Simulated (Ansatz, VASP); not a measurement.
## One calculation of Be3AgS4, two programs

```
Be Ag S
1.0
    -3.06293    3.06293    3.06293
     3.06293   -3.06293    3.06293
     3.06293    3.06293   -3.06293
Be Ag S
3 1 4
Direct
  0.00000 0.50000 0.50000
  0.50000 0.00000 0.50000
  0.50000 0.50000 0.00000
  0.00000 0.00000 0.00000
  0.50000 0.50000 0.50000
  0.00000 0.00000 0.50000
  0.00000 0.50000 0.00000
  0.50000 0.00000 0.00000
```

Alike in both runs: functional PBE; k mesh 10 × 10 × 10; occupations gaussian, width 0.1 eV; no spin polarisation.

Ansatz relaxed the structure, and its values are those at the end. VASP's run is a single point on that final structure, the one shown.

```csv
,VASP,Ansatz
version,VASP 6.6.1,Ansatz 0.2.0
potentials or method,"VASP PAW PBE potentials, release 64 (Be, Ag, S), cutoff 520 eV","scalar-relativistic, plane waves, PAW"
valence electrons in the cell,41,49
```

Ansatz gave:

- gap on the k mesh at the Fermi level (eV): none
- pressure (GPa): 0.0

Task: What did VASP give for the same quantities?

Result: gap on the k mesh at the Fermi level (eV): none; pressure (GPa): -0.1.

A gap of «none» marks a metal or a gap that the smearing closes. VASP's potentials hold 41 valence electrons a cell and Ansatz's 49, so a difference there can come from the potentials and not from the codes.
